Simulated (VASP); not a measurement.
# ZnRe2 (Fm-3m) in VASP: relaxation of cell and atoms with LDA

Aim: the relaxation of cell and atoms of ZnRe2 with LDA.

All numbers are computed with VASP 6.6.1; they aren't measurements. Logs are shortened: lines on timing, memory, paths and dates and some standing lists are left out, and cuts for length are marked.

## 1. The cell of the first run

Symmetry: Fm-3m, No. 225, cubic system. Conventional cell: a = 5.791 Å, b = 5.791 Å, c = 5.791 Å, α = 90.00°, β = 90.00°, γ = 90.00°. Within 3.3 Å of Zn (site symmetry m-3m) lie 8 Re at 2.51 Å. Re (site symmetry -43m) has 4 Zn at 2.51 Å and 6 Re at 2.90 Å within 3.3 Å.

## 2. Relaxation of cell and atoms, LDA

INCAR

```
ALGO = Normal
EDIFF = 1E-7
EDIFFG = -0.01
ENCUT = 560
GGA_COMPAT = False
IBRION = 2
ISIF = 3
ISMEAR = -1
LASPH = True
LCHARG = False
LREAL = False
LWAVE = False
NELM = 120
NELMIN = 4
NSW = 60
PREC = Accurate
SIGMA = 0.05
```

KPOINTS

```
k-points
0
Gamma
  8 8 8
```

POSCAR

```
ZnRe2
1.0
    0.0000000000      2.8955600000      2.8955600000
    2.8955600000      0.0000000000      2.8955600000
    2.8955600000      2.8955600000      0.0000000000
Zn Re
1 2
Direct
    0.0000000000      0.0000000000      0.0000000000
    0.7500000000      0.7500000000      0.7500000000
    0.2500000000      0.2500000000      0.2500000000
```

Potentials or basis: VASP PAW LDA potentials, release 64 (Zn, Re_sv_GW).

Launch:

```bash
$ cat potpaw_LDA.64/Zn/POTCAR potpaw_LDA.64/Re_sv_GW/POTCAR > POTCAR
$ mpirun -np 1 vasp_std > vasp.out
```

OUTCAR:

```text
EDIFF = 1E-7
   EDIFFG = -0.01
   ENCUT = 560
   IBRION = 2
   ISIF = 3
   ISMEAR = -1
   LASPH = True
   LREAL = False
   NELM = 120
   NELMIN = 4
   NSW = 60
   PREC = Accurate

 ion  position               nearest neighbor table
   1  0.000  0.000  0.000-   2 2.51   3 2.51   2 2.51   2 2.51   2 2.51   3 2.51   3 2.51   3 2.51

   2  0.750  0.750  0.750-   1 2.51   1 2.51   1 2.51   1 2.51   3 2.90   3 2.90   3 2.90   3 2.90
                             3 2.90   3 2.90
   3  0.250  0.250  0.250-   1 2.51   1 2.51   1 2.51   1 2.51   2 2.90   2 2.90   2 2.90   2 2.90
                             2 2.90   2 2.90

  LATTYP: Found a face centered cubic cell.
 ALAT       =     5.7911200000

  Lattice vectors:

 A1 = (   0.0000000000,   2.8955600000,   2.8955600000)
 A2 = (   2.8955600000,   0.0000000000,   2.8955600000)
 A3 = (   2.8955600000,   2.8955600000,   0.0000000000)

Analysis of symmetry for initial positions (statically):
=====================================================================
 Subroutine PRICEL returns:
 Original cell was already a primitive cell.

 Routine SETGRP: Setting up the symmetry group for a
 face centered cubic supercell.

 Subroutine GETGRP returns: Found 48 space group operations
 (whereof 48 operations were pure point group operations)
 out of a pool of 48 trial point group operations.

The static configuration has the point symmetry O_h .

Analysis of symmetry for dynamics (positions and initial velocities):
=====================================================================
 Subroutine PRICEL returns:
 Original cell was already a primitive cell.

 Routine SETGRP: Setting up the symmetry group for a
 face centered cubic supercell.

 Subroutine GETGRP returns: Found 48 space group operations
 (whereof 48 operations were pure point group operations)
 out of a pool of 48 trial point group operations.

The dynamic configuration has the point symmetry O_h .

 Subroutine INISYM returns: Found 48 space group operations
 (whereof 48 operations are pure point group operations),
 and found     1 'primitive' translations

----------------------------------------------------------------------------------------

                                     Primitive cell

  volume of cell :      48.5543

  direct lattice vectors                    reciprocal lattice vectors
     0.000000000  2.895560000  2.895560000    -0.172678169  0.172678169  0.172678169
     2.895560000  0.000000000  2.895560000     0.172678169 -0.172678169  0.172678169
     2.895560000  2.895560000  0.000000000     0.172678169  0.172678169 -0.172678169

  length of vectors
     4.094940223  4.094940223  4.094940223     0.299087363  0.299087363  0.299087363

  position of ions in fractional coordinates (direct lattice)
     0.000000000  0.000000000  0.000000000
     0.750000000  0.750000000  0.750000000
     0.250000000  0.250000000  0.250000000

  ion indices of the primitive-cell ions
   primitive index   ion index
                 1           1
                 2           2
                 3           3

----------------------------------------------------------------------------------------

 KPOINTS: k-points

Automatic generation of k-mesh.
 Grid dimensions read from file:
 generate k-points for:    8    8    8

 Generating k-lattice:

  Cartesian coordinates                     Fractional coordinates (reciprocal lattice)
    -0.021584771  0.021584771  0.021584771     0.125000000  0.000000000  0.000000000
     0.021584771 -0.021584771  0.021584771     0.000000000  0.125000000  0.000000000
     0.021584771  0.021584771 -0.021584771     0.000000000  0.000000000  0.125000000

  Length of vectors
     0.037385920  0.037385920  0.037385920

  Shift w.r.t. Gamma in fractional coordinates (k-lattice)
     0.000000000  0.000000000  0.000000000

 Subroutine IBZKPT returns following result:
 ===========================================

 Found     29 irreducible k-points:

 Following reciprocal coordinates:
            Coordinates               Weight
  0.000000  0.000000  0.000000      1.000000
  0.125000  0.000000  0.000000      8.000000
  0.250000  0.000000  0.000000      8.000000
  0.375000  0.000000  0.000000      8.000000
  0.500000  0.000000  0.000000      4.000000
  0.125000  0.125000  0.000000      6.000000
[... 16 lines left out ...]
  0.500000  0.250000  0.125000     48.000000
 -0.375000  0.250000  0.125000     24.000000
 [... further k-points ...]
   k-points           NKPTS =     29   k-points in BZ     NKDIM =     29   number of bands    NBANDS=     25
   number of dos      NEDOS =    301   number of ions     NIONS =      3
   total plane-waves  NPLWV =  32768
   dimension x,y,z NGX =    32 NGY =   32 NGZ =   32
   dimension x,y,z NGXF=    64 NGYF=   64 NGZF=   64
   ions per type =               1   2
   NGX,Y,Z   is equivalent  to a cutoff of  12.99, 12.99, 12.99 a.u.
   NGXF,Y,Z  is equivalent  to a cutoff of  25.98, 25.98, 25.98 a.u.
 SYSTEM =  unknown system
   PREC   = accura    normal or accurate (medium, high low for compatibility)
   ISTART =      0    job   : 0-new  1-cont  2-samecut
   ICHARG =      2    charge: 1-file 2-atom 10-const
   ISPIN  =      1    spin polarized calculation?
   LNONCOLLINEAR =      F non collinear calculations
   LSORBIT =      F    spin-orbit coupling
   LASPH  =      T    aspherical Exc in radial PAW
   ENCUT  =  560.0 eV  41.16 Ry    6.42 a.u.   7.90  7.90  7.90*2*pi/ulx,y,z
   NELM   =    120;   NELMIN=  4; NELMDL= -5     # of ELM steps
   EDIFF  = 0.1E-06   stopping-criterion for ELM
   LREAL  =      F    real-space projection
   EDIFFG = -.1E-01   stopping-criterion for IOM
   NSW    =     60    number of steps for IOM
   IBRION =      2    ionic relax: 0-MD 1-quasi-New 2-CG
   NFREE  =      1    steps in history (QN), initial steepest desc. (CG)
   ISIF   =      3    stress and relaxation
   ISYM   =      2    0-nonsym 1-usesym 2-fastsym
   POTIM  = 0.5000    time-step for ionic-motion
   TEBEG  =    0.0;   TEEND  =   0.0 temperature during run
   PSTRESS=    0.0 pullay stress
   NELECT =      42.0000    total number of electrons
   NUPDOWN=      -1.0000    fix difference up-down
   EMIN   =  10.00;   EMAX   =-10.00  energy-range for DOS
   EFERMI =   0.00;   METHOD = LEGACY
   ISMEAR =    -1;   SIGMA  =   0.05  broadening in eV -4-tet -1-fermi 0-gaus
   EFERMI_NEDOS =   21; number of points for ismear=-14 and -15
   IALGO  =     38    algorithm
   IMIX   =      4    mixing-type and parameters
     AMIX     =   0.40;   BMIX     =  1.00
     AMIX_MAG =   1.60;   BMIX_MAG =  1.00
  volume/ion in A,a.u.               =      16.18       109.22
  Fermi-wavevector in a.u.,A,eV,Ry     =   1.559847  2.947684 33.104647  2.433123
  Thomas-Fermi vector in A             =   2.663146
   LORBIT       =      0    0 simple, 1 ext, 2 COOP (PROOUT), +10 PAW based schemes
   GGA     = CA    functional components
   LHFCALC =     F    Hartree Fock is set to
   AEXX    =    0.0000 exact exchange contribution
   IVDW    =     0    specifies the selected vdW correction
   LEPSILON=     F    determine dielectric tensor
   LRPA    =     F    only Hartree local field effects (RPA)
 conjugate gradient relaxation of ions
 non-spin polarized calculation
  energy-cutoff  :      560.00
  volume of cell :       48.55
 maximum number of plane-waves:      1476
   NGX = 15   NGY = 15   NGZ = 15

--------------------------------------- Ionic step        1  -------------------------------------------

 number of electron      42.0000017 magnetization

 Free energy of the ion-electron system (eV)
  ---------------------------------------------------
  ext. energy  EPLUGINS =         0.00000000
  ---------------------------------------------------
  free energy    TOTEN  =       -28.67519359 eV

  energy without entropy =      -28.64124168  energy(sigma->0) =      -28.65821764

------------------------ aborting loop because EDIFF is reached ----------------------------------------

  FORCE on cell =-STRESS in cart. coord.  units (eV):
  Direction    XX          YY          ZZ          XY          YZ          ZX
  --------------------------------------------------------------------------------------
  -------------------------------------------------------------------------------------
  Total       -3.6148388     -3.6148388     -3.6148388      0.0000000      0.0000000      0.0000000
  in kB     -119.2811494   -119.2811494   -119.2811494      0.0000000      0.0000000      0.0000000
  external PRESSURE =    -119.2811494 kB  Pullay stress =       0.0000000 kB

 VOLUME and BASIS-vectors are now :
 -----------------------------------------------------------------------------
  energy-cutoff  :      560.00
  volume of cell :       48.55
      direct lattice vectors                 reciprocal lattice vectors
     0.000000000  2.895560000  2.895560000    -0.172678169  0.172678169  0.172678169
     2.895560000  0.000000000  2.895560000     0.172678169 -0.172678169  0.172678169
     2.895560000  2.895560000  0.000000000     0.172678169  0.172678169 -0.172678169

 POSITION                                       TOTAL-FORCE (eV/Angst)
 -----------------------------------------------------------------------------------
      0.00000      0.00000      0.00000        -0.000000      0.000000      0.000000
      4.34334      4.34334      4.34334        -0.000000     -0.000000     -0.000000
      1.44778      1.44778      1.44778         0.000000     -0.000000      0.000000
 -----------------------------------------------------------------------------------
    total drift:                                0.000000     -0.000000      0.000000

  FREE ENERGIE OF THE ION-ELECTRON SYSTEM (eV)
  ---------------------------------------------------
  free  energy   TOTEN  =       -28.6751935885 eV

  energy  without entropy=      -28.6412416845  energy(sigma->0) =      -28.65821764

--------------------------------------- Ionic step        2  -------------------------------------------

 number of electron      42.0000011 magnetization

 E-fermi :  10.7594     XC(G=0): -14.0576

 val. band max:       10.7436940700   @ k =   0.5000   0.3750   0.0000
 cond. band min:      10.7864973851   @ k =   0.5000   0.2500   0.1250
 fundamental gap:      0.0428033150
 Fermi energy:        10.7593586343

 k-point     1 :       0.0000    0.0000    0.0000
  band No.  band energies     occupation
      1     -68.9194      2.00000
      2     -68.7822      2.00000
      3     -31.2965      2.00000
      4     -31.2965      2.00000
      5     -31.2965      2.00000
      6     -30.7228      2.00000
[... 17 lines left out ...]
     24      15.5252      0.00000
     25      16.6204      0.00000
[... 703 lines left out ...]
 POSITION                                       TOTAL-FORCE (eV/Angst)
 -----------------------------------------------------------------------------------
      0.00000      0.00000      0.00000        -0.000000     -0.000000      0.000000
      4.27111      4.27111      4.27111        -0.000000      0.000000     -0.000000
      1.42370      1.42370      1.42370         0.000000     -0.000000      0.000000
 -----------------------------------------------------------------------------------
    total drift:                                0.000000     -0.000000      0.000000

  FREE ENERGIE OF THE ION-ELECTRON SYSTEM (eV)
  ---------------------------------------------------
  free  energy   TOTEN  =       -28.7726803838 eV

  energy  without entropy=      -28.7417529121  energy(sigma->0) =      -28.75721665

--------------------------------------- Ionic step        4  -------------------------------------------

 number of electron      41.9999997 magnetization

 Free energy of the ion-electron system (eV)
  ---------------------------------------------------
  ext. energy  EPLUGINS =         0.00000000
  ---------------------------------------------------
  free energy    TOTEN  =       -28.77290287 eV

  energy without entropy =      -28.74208863  energy(sigma->0) =      -28.75749575

 E-fermi :   8.9080     XC(G=0): -13.3128

 val. band max:        8.8840893499   @ k =   0.5000   0.3750   0.0000
 cond. band min:       8.9318072069   @ k =   0.5000   0.2500   0.1250
 fundamental gap:      0.0477178571
 Fermi energy:         8.9079806870

 k-point     1 :       0.0000    0.0000    0.0000
  band No.  band energies     occupation
      1     -70.8038      2.00000
      2     -70.7271      2.00000
      3     -33.0253      2.00000
      4     -33.0253      2.00000
      5     -33.0253      2.00000
      6     -32.6514      2.00000
[... 17 lines left out ...]
     24      12.8072      0.00000
     25      14.6143      0.00000
[... 666 lines left out ...]
 POSITION                                       TOTAL-FORCE (eV/Angst)
 -----------------------------------------------------------------------------------
      2.84543     -0.00000      2.84543        -0.000000     -0.000000     -0.000000
      4.26815      4.26815      4.26815        -0.000000     -0.000000     -0.000000
      1.42272      1.42272      1.42272         0.000000      0.000000      0.000000
 -----------------------------------------------------------------------------------
    total drift:                                0.000000     -0.000000      0.000000

  FREE ENERGIE OF THE ION-ELECTRON SYSTEM (eV)
  ---------------------------------------------------
  free  energy   TOTEN  =       -28.7729028652 eV

  energy  without entropy=      -28.7420886263  energy(sigma->0) =      -28.75749575

 reached required accuracy - stopping structural energy minimisation
```

It took 5 min on 1 thread of AMD EPYC, shared host; peak memory 0.15 GiB.

What came out:

* Free energy: -28.7729 eV
* Relaxed volume: 15.36 Å³/atom
* Relaxed cell: a = 4.024 Å, b = 4.024 Å, c = 4.024 Å, α = 60.00°, β = 60.00°, γ = 60.00°
* Space group after relaxing (to 0.1 Å): Fm-3m (No. 225)
* Energy gained by relaxing: 32.6 meV/atom
* Ionic steps: 4
* Pressure after relaxing: -0.1 GPa
* Band gap on the k mesh: zero (bands 21 and 22 overlap by 2.75 eV)

The path:
| step | energy change (eV) | largest force (eV/Å) | pressure (GPa) | volume (Å³) |
| --- | --- | --- | --- | --- |
| 1 | 0.0000 | 0.0000 | -11.93 | 48.55 |
| 2 | 0.5615 | 0.0000 | 43.28 | 40.57 |
| 3 | -0.0975 | 0.0000 | -0.64 | 46.17 |
| 4 | -0.0977 | 0.0000 | -0.06 | 46.08 |

Final structure:
```
Zn Re
1.0
     0.00000    2.84543    2.84543
     2.84543    0.00000    2.84543
     2.84543    2.84543    0.00000
Zn Re
1 2
Direct
  0.00000 0.00000 0.00000
  0.75000 0.75000 0.75000
  0.25000 0.25000 0.25000
```

Caveat: spin-orbit coupling is left out, which moves the levels of the heavy elements.

The gap in the log of VASP goes by the Fermi energy; the results here count the filled bands.